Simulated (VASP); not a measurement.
# SnTe3 (Fd-3m) in VASP: notebook

Runs on SnTe3. Level: PBE. Tasks: single point, relaxation of cell and atoms.

All numbers are computed with VASP 6.6.1; they aren't measurements. Logs are shortened: lines on timing, memory, paths and dates and some standing lists are left out, and cuts for length are marked.

## 1. The cell of the first run

Symmetry: Fd-3m, No. 227, cubic system. Conventional cell: a = 10.292 Å, b = 10.292 Å, c = 10.292 Å, α = 90.00°, β = 90.00°, γ = 90.00°. Sn (site symmetry -43m) has 4 Te at 2.23 Å within 2.9 Å. Te (site symmetry -3m) has 2 Sn at 2.23 Å within 2.9 Å. Within 5.6 Å of Te (site symmetry -43m) lie 16 Te at 4.27 to 4.46 Å and 10 Sn at 4.46 to 5.15 Å.

The cell was generated, and may not be a known phase.

## 2. Single point, PBE

INCAR reads:

```
PREC = Accurate
ENCUT = 520
EDIFF = 1E-6
ISMEAR = 0
SIGMA = 0.1
LREAL = False
LASPH = True
NELM = 100
ALGO = Normal
ISIF = 2
LWAVE = False
LCHARG = True
GGA = PE
LELF = True
LVHAR = True
NBANDS = 42
```

KPOINTS reads:

```
regular mesh
0
Gamma
  4 4 4
```

POSCAR reads:

```
SnTe3
1.0
    0.0000000000      5.1459789500      5.1459789500
    5.1459789500      0.0000000000      5.1459789500
    5.1459789500      5.1459789500      0.0000000000
Sn Te
2 6
Direct
    0.0000000000      0.0000000000      0.0000000000
    0.2500000000      0.2500000000      0.2500000000
    0.1250000000      0.1250000000      0.1250000000
    0.1250000000      0.1250000000      0.6250000000
    0.1250000000      0.6250000000      0.1250000000
    0.6250000000      0.1250000000      0.1250000000
    0.7500000000      0.7500000000      0.7500000000
    0.5000000000      0.5000000000      0.5000000000
```

Potentials or basis: VASP PAW PBE potentials, release 64 (Sn_d, Te).

Started as:

```
> cat potpaw_PBE.64/Sn_d/POTCAR potpaw_PBE.64/Te/POTCAR > POTCAR
> mpirun -np 1 vasp_std > vasp.out
```

OUTCAR:

```text
PREC = Accurate
   ENCUT = 520
   EDIFF = 1E-6
   ISMEAR = 0
   LREAL = False
   LASPH = True
   NELM = 100
   ISIF = 2
   GGA = PE

 ion  position               nearest neighbor table
   1  0.000  0.000  0.000-   3 2.23   4 2.23   5 2.23   6 2.23
   2  0.250  0.250  0.250-   3 2.23   4 2.23   5 2.23   6 2.23
   3  0.125  0.125  0.125-   1 2.23   2 2.23   4 3.64   5 3.64   6 3.64   4 3.64   5 3.64   6 3.64

   4  0.125  0.125  0.625-   1 2.23   2 2.23   3 3.64   3 3.64   5 3.64   6 3.64   5 3.64   6 3.64

   5  0.125  0.625  0.125-   1 2.23   2 2.23   3 3.64   4 3.64   3 3.64   4 3.64   6 3.64   6 3.64

   6  0.625  0.125  0.125-   1 2.23   2 2.23   3 3.64   4 3.64   5 3.64   3 3.64   4 3.64   5 3.64

   7  0.750  0.750  0.750-
   8  0.500  0.500  0.500-

  LATTYP: Found a face centered cubic cell.
 ALAT       =    10.2919579000

  Lattice vectors:

 A1 = (   0.0000000000,   5.1459789500,   5.1459789500)
 A2 = (   5.1459789500,   0.0000000000,   5.1459789500)
 A3 = (   5.1459789500,   5.1459789500,   0.0000000000)

Analysis of symmetry for initial positions (statically):
=====================================================================
 Subroutine PRICEL returns:
 Original cell was already a primitive cell.

 Routine SETGRP: Setting up the symmetry group for a
 face centered cubic supercell.

 Subroutine GETGRP returns: Found 48 space group operations
 (whereof 24 operations were pure point group operations)
 out of a pool of 48 trial point group operations.

The static configuration has the point symmetry T_d .
 The point group associated with its full space group is O_h .

Analysis of symmetry for dynamics (positions and initial velocities):
=====================================================================
 Subroutine PRICEL returns:
 Original cell was already a primitive cell.

 Routine SETGRP: Setting up the symmetry group for a
 face centered cubic supercell.

 Subroutine GETGRP returns: Found 48 space group operations
 (whereof 24 operations were pure point group operations)
 out of a pool of 48 trial point group operations.

The dynamic configuration has the point symmetry T_d .
 The point group associated with its full space group is O_h .

 Subroutine INISYM returns: Found 48 space group operations
 (whereof 24 operations are pure point group operations),
 and found     1 'primitive' translations

----------------------------------------------------------------------------------------

                                     Primitive cell

  volume of cell :     272.5424

  direct lattice vectors                    reciprocal lattice vectors
     0.000000000  5.145978950  5.145978950    -0.097163242  0.097163242  0.097163242
     5.145978950  0.000000000  5.145978950     0.097163242 -0.097163242  0.097163242
     5.145978950  5.145978950  0.000000000     0.097163242  0.097163242 -0.097163242

  length of vectors
     7.277513223  7.277513223  7.277513223     0.168291672  0.168291672  0.168291672

  position of ions in fractional coordinates (direct lattice)
     0.000000000  0.000000000  0.000000000
     0.250000000  0.250000000  0.250000000
     0.125000000  0.125000000  0.125000000
     0.125000000  0.125000000  0.625000000
     0.125000000  0.625000000  0.125000000
     0.625000000  0.125000000  0.125000000
     0.750000000  0.750000000  0.750000000
     0.500000000  0.500000000  0.500000000

  ion indices of the primitive-cell ions
   primitive index   ion index
                 1           1
                 2           2
                 3           3
                 4           4
                 5           5
                 6           6
                 7           7
                 8           8

----------------------------------------------------------------------------------------

 KPOINTS: regular mesh

Automatic generation of k-mesh.
 Grid dimensions read from file:
 generate k-points for:    4    4    4

 Generating k-lattice:

  Cartesian coordinates                     Fractional coordinates (reciprocal lattice)
    -0.024290811  0.024290811  0.024290811     0.250000000  0.000000000  0.000000000
     0.024290811 -0.024290811  0.024290811     0.000000000  0.250000000  0.000000000
     0.024290811  0.024290811 -0.024290811     0.000000000  0.000000000  0.250000000

  Length of vectors
     0.042072918  0.042072918  0.042072918

  Shift w.r.t. Gamma in fractional coordinates (k-lattice)
     0.000000000  0.000000000  0.000000000

 Subroutine IBZKPT returns following result:
 ===========================================

 Found      8 irreducible k-points:

 Following reciprocal coordinates:
            Coordinates               Weight
  0.000000  0.000000  0.000000      1.000000
  0.250000  0.000000  0.000000      8.000000
  0.500000  0.000000  0.000000      4.000000
  0.250000  0.250000  0.000000      6.000000
  0.500000  0.250000  0.000000     24.000000
 -0.250000  0.250000  0.000000     12.000000
  0.500000  0.500000  0.000000      3.000000
 -0.250000  0.500000  0.250000      6.000000
   k-points           NKPTS =      8   k-points in BZ     NKDIM =      8   number of bands    NBANDS=     42
   number of dos      NEDOS =    301   number of ions     NIONS =      8
   total plane-waves  NPLWV = 157464
   dimension x,y,z NGX =    54 NGY =   54 NGZ =   54
   dimension x,y,z NGXF=   108 NGYF=  108 NGZF=  108
   ions per type =               2   6
   NGX,Y,Z   is equivalent  to a cutoff of  12.34, 12.34, 12.34 a.u.
   NGXF,Y,Z  is equivalent  to a cutoff of  24.67, 24.67, 24.67 a.u.
 SYSTEM =  unknown system
   PREC   = accura    normal or accurate (medium, high low for compatibility)
   ISTART =      0    job   : 0-new  1-cont  2-samecut
   ICHARG =      2    charge: 1-file 2-atom 10-const
   ISPIN  =      1    spin polarized calculation?
   LNONCOLLINEAR =      F non collinear calculations
   LSORBIT =      F    spin-orbit coupling
   LASPH  =      T    aspherical Exc in radial PAW
   ENCUT  =  520.0 eV  38.22 Ry    6.18 a.u.  13.53 13.53 13.53*2*pi/ulx,y,z
   NELM   =    100;   NELMIN=  2; NELMDL= -5     # of ELM steps
   EDIFF  = 0.1E-05   stopping-criterion for ELM
   LREAL  =      F    real-space projection
   EDIFFG = 0.1E-04   stopping-criterion for IOM
   NSW    =      0    number of steps for IOM
   IBRION =     -1    ionic relax: 0-MD 1-quasi-New 2-CG
   NFREE  =      0    steps in history (QN), initial steepest desc. (CG)
   ISIF   =      2    stress and relaxation
   ISYM   =      2    0-nonsym 1-usesym 2-fastsym
   POTIM  = 0.5000    time-step for ionic-motion
   TEBEG  =    0.0;   TEEND  =   0.0 temperature during run
   PSTRESS=    0.0 pullay stress
   NELECT =      64.0000    total number of electrons
   NUPDOWN=      -1.0000    fix difference up-down
   EMIN   =  10.00;   EMAX   =-10.00  energy-range for DOS
   EFERMI =   0.00;   METHOD = LEGACY
   ISMEAR =     0;   SIGMA  =   0.10  broadening in eV -4-tet -1-fermi 0-gaus
   EFERMI_NEDOS =   21; number of points for ismear=-14 and -15
   IALGO  =     38    algorithm
   IMIX   =      4    mixing-type and parameters
     AMIX     =   0.40;   BMIX     =  1.00
     AMIX_MAG =   1.60;   BMIX_MAG =  1.00
  volume/ion in A,a.u.               =      34.07       229.90
  Fermi-wavevector in a.u.,A,eV,Ry     =   1.010005  1.908633 13.879438  1.020110
  Thomas-Fermi vector in A             =   2.142968
   LORBIT       =      0    0 simple, 1 ext, 2 COOP (PROOUT), +10 PAW based schemes
   GGA     = PE    functional components
   LHFCALC =     F    Hartree Fock is set to
   AEXX    =    0.0000 exact exchange contribution
   IVDW    =     0    specifies the selected vdW correction
   LEPSILON=     F    determine dielectric tensor
   LRPA    =     F    only Hartree local field effects (RPA)
 non-spin polarized calculation
 Gauss-broadening in eV      SIGMA  =   0.10
  energy-cutoff  :      520.00
  volume of cell :      272.54
 maximum number of plane-waves:      7391
   NGX = 27   NGY = 27   NGZ = 27

 number of electron      63.9999981 magnetization

 Free energy of the ion-electron system (eV)
  ---------------------------------------------------
  ext. energy  EPLUGINS =         0.00000000
  ---------------------------------------------------
  free energy    TOTEN  =        -1.64293468 eV

  energy without entropy =       -1.60668122  energy(sigma->0) =       -1.62480795

 E-fermi :   4.8674     XC(G=0):  -8.7876

 val. band max:        4.8513060281   @ k =   0.5000   0.0000   0.0000
 cond. band min:       4.9672796209   @ k =  -0.2500   0.2500   0.0000
 fundamental gap:      0.1159735927
 Fermi energy:         4.8673740110

 k-point     1 :       0.0000    0.0000    0.0000
  band No.  band energies     occupation
      1     -18.7647      2.00000
      2     -18.7647      2.00000
      3     -18.7647      2.00000
      4     -18.7276      2.00000
      5     -18.7276      2.00000
      6     -18.7276      2.00000
[... 34 lines left out ...]
     41      10.6285      0.00000
     42      11.5408      0.00000

 k-point     2 :       0.2500    0.0000    0.0000
  band No.  band energies     occupation
      1     -18.7622      2.00000
      2     -18.7622      2.00000
      3     -18.7593      2.00000
      4     -18.7330      2.00000
      5     -18.7302      2.00000
      6     -18.7302      2.00000
[... 34 lines left out ...]
     41      10.8717      0.00000
     42      10.9035      0.00000

 k-point     3 :       0.5000    0.0000    0.0000
  band No.  band energies     occupation
      1     -18.7593      2.00000
      2     -18.7593      2.00000
      3     -18.7479      2.00000
      4     -18.7444      2.00000
      5     -18.7333      2.00000
      6     -18.7333      2.00000
[... 34 lines left out ...]
     41      10.5984      0.00000
     42      11.4852      0.00000

 k-point     4 :       0.2500    0.2500    0.0000
  band No.  band energies     occupation
      1     -18.7602      2.00000
      2     -18.7602      2.00000
      3     -18.7595      2.00000
      4     -18.7334      2.00000
      5     -18.7320      2.00000
      6     -18.7320      2.00000
[... 34 lines left out ...]
     41      11.2309      0.00000
     42      11.5670      0.00000

 k-point     5 :       0.5000    0.2500    0.0000
  band No.  band energies     occupation
      1     -18.7568      2.00000
      2     -18.7564      2.00000
      3     -18.7499      2.00000
      4     -18.7426      2.00000
      5     -18.7363      2.00000
      6     -18.7355      2.00000
[... 34 lines left out ...]
     41      10.6389      0.00000
     42      11.0237      0.00000

 k-point     6 :      -0.2500    0.2500    0.0000
  band No.  band energies     occupation
      1     -18.7593      2.00000
      2     -18.7572      2.00000
      3     -18.7534      2.00000
      4     -18.7389      2.00000
      5     -18.7353      2.00000
      6     -18.7333      2.00000
[... 34 lines left out ...]
     41      10.8237      0.00000
     42      11.0285      0.00000

 k-point     7 :       0.5000    0.5000    0.0000
  band No.  band energies     occupation
      1     -18.7535      2.00000
      2     -18.7535      2.00000
      3     -18.7468      2.00000
      4     -18.7468      2.00000
      5     -18.7385      2.00000
      6     -18.7385      2.00000
[... 34 lines left out ...]
     41      10.6511      0.00000
     42      10.6511      0.00000

 k-point     8 :      -0.2500    0.5000    0.2500
  band No.  band energies     occupation
      1     -18.7537      2.00000
      2     -18.7537      2.00000
      3     -18.7463      2.00000
      4     -18.7463      2.00000
      5     -18.7387      2.00000
      6     -18.7387      2.00000
[... 34 lines left out ...]
     41      10.4579      0.00000
     42      10.4579      0.00000

------------------------ aborting loop because EDIFF is reached ----------------------------------------

  FORCE on cell =-STRESS in cart. coord.  units (eV):
  Direction    XX          YY          ZZ          XY          YZ          ZX
  --------------------------------------------------------------------------------------
  -------------------------------------------------------------------------------------
  Total       66.0862540     66.0862540     66.0862540      0.0000000      0.0000000      0.0000000
  in kB      388.4970324    388.4970324    388.4970324      0.0000000      0.0000000      0.0000000
  external PRESSURE =     388.4970324 kB  Pullay stress =       0.0000000 kB

 VOLUME and BASIS-vectors are now :
 -----------------------------------------------------------------------------
  energy-cutoff  :      520.00
  volume of cell :      272.54
      direct lattice vectors                 reciprocal lattice vectors
     0.000000000  5.145978950  5.145978950    -0.097163242  0.097163242  0.097163242
     5.145978950  0.000000000  5.145978950     0.097163242 -0.097163242  0.097163242
     5.145978950  5.145978950  0.000000000     0.097163242  0.097163242 -0.097163242

 POSITION                                       TOTAL-FORCE (eV/Angst)
 -----------------------------------------------------------------------------------
      0.00000      0.00000      0.00000        -0.000000      0.000000      0.000000
      2.57299      2.57299      2.57299         0.000000      0.000000      0.000000
      1.28649      1.28649      1.28649         0.000000     -0.000000     -0.000000
      3.85948      3.85948      1.28649         0.000000     -0.000000     -0.000000
      3.85948      1.28649      3.85948         0.000000     -0.000000     -0.000000
      1.28649      3.85948      3.85948         0.000000     -0.000000     -0.000000
      7.71897      7.71897      7.71897         0.000000      0.000000     -0.000000
      5.14598      5.14598      5.14598        -0.000000     -0.000000     -0.000000
 -----------------------------------------------------------------------------------
    total drift:                                0.000000      0.000000     -0.000000

  FREE ENERGIE OF THE ION-ELECTRON SYSTEM (eV)
  ---------------------------------------------------
  free  energy   TOTEN  =        -1.6429346847 eV

  energy  without entropy=       -1.6066812208  energy(sigma->0) =       -1.62480795
```

Wall time 3.1 min (1 thread of Intel Xeon Platinum 8375C at 2.90GHz (Ice Lake), shared host); peak memory 0.42 GiB.

What came out:

* Free energy: -1.6429 eV
* Pressure: 38.8 GPa
* Band gap on the k mesh: zero (bands 32 and 33 overlap by 0.02 eV)

Caveat: the cell stands under pressure; semilocal functionals underestimate gaps, and a narrow one can read as zero; spin-orbit coupling is left out, which moves the levels of the heavy elements.

## 3. Single point, PBE

This run uses another cell than the first one, of 66.07 Å³/atom.

INCAR reads:

```
PREC = Accurate
ENCUT = 520
EDIFF = 1E-7
ISMEAR = 0
SIGMA = 0.1
LREAL = False
LASPH = True
NELM = 100
ALGO = Normal
ISIF = 2
LWAVE = False
LCHARG = False
GGA = PE
NBANDS = 42
```

KPOINTS is that of step 2.

POSCAR, as its differences from that of step 2:

```diff
@@ -2,5 +2,5 @@
 1.0
-    0.0000000000      5.1459789500      5.1459789500
-    5.1459789500      0.0000000000      5.1459789500
-    5.1459789500      5.1459789500      0.0000000000
+    0.0000000000      6.4174461805      6.4174461805
+    6.4174461805      0.0000000000      6.4174461805
+    6.4174461805      6.4174461805      0.0000000000
 Sn Te
```

Potentials or basis: VASP PAW PBE potentials, release 64 (Sn_d, Te).

Started as:

```
> cat potpaw_PBE.64/Sn_d/POTCAR potpaw_PBE.64/Te/POTCAR > POTCAR
> mpirun -np 1 vasp_std > vasp.out
```

Run time: 6.4 min. Hardware: 1 thread of Intel Xeon Platinum 8375C at 2.90GHz (Ice Lake), shared host; peak memory 0.76 GiB.

Results (log left out):

| Item | Value |
| --- | --- |
| Free energy | -18.5955 eV |
| Pressure | 0.2 GPa |
| Band gap on the k mesh | zero (bands 32 and 33 overlap by 0.10 eV) |

Levels at points of the mesh, in eV from the Fermi level:
```
           k point  band 28  band 29  band 30  band 31  band 32  band 33  band 34  band 35  band 36  band 37
(0.00, 0.00, 0.00)    -0.23    -0.23     0.07     0.07     0.07     0.14     0.14     0.14     1.73     1.73
(0.50, 0.00, 0.00)    -0.23    -0.22    -0.07    -0.07    -0.01     0.06     0.06     0.08     1.70     2.46
(0.50, 0.50, 0.00)    -0.15    -0.12    -0.12    -0.11    -0.11     0.02     0.02     0.39     0.39     3.22
```

Caveat: semilocal functionals underestimate gaps, and a narrow one can read as zero; spin-orbit coupling is left out, which moves the levels of the heavy elements.

(Continued in part 2 of 3.)

The gap in the log of VASP goes by the Fermi energy; the results here count the filled bands.